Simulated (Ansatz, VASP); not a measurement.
## Two plane-wave programs on W

```
W
1.0
     4.68692    0.00000    0.00000
    -2.34346    4.05899    0.00000
     0.00000    0.00000    2.60967
W
3
Direct
  0.00000 0.00000 0.00000
  0.33333 0.66667 0.50000
  0.66667 0.33333 0.50000
```

Alike in both runs: functional PBE; k mesh 8 × 8 × 11; occupations fermi-dirac, width 0.1 eV; no spin polarisation.

Ansatz relaxed the structure, and its values are those at the end. VASP's run is a single point on that final structure, the one shown.

|  | VASP | Ansatz |
| --- | --- | --- |
| version | VASP 6.6.1 | Ansatz 0.2.0 |
| potentials or method | VASP PAW PBE potentials, release 64 (W_sv), cutoff 520 eV | plane waves (420 eV) with PAW, scalar-relativistic |
| valence electrons in the cell | 42 | 42 |

|  | VASP | Ansatz | Ansatz less VASP |
| --- | --- | --- | --- |
| pressure (GPa) | 0.5 | 0.0 | -0.56 |

Spin-orbit coupling is off throughout.
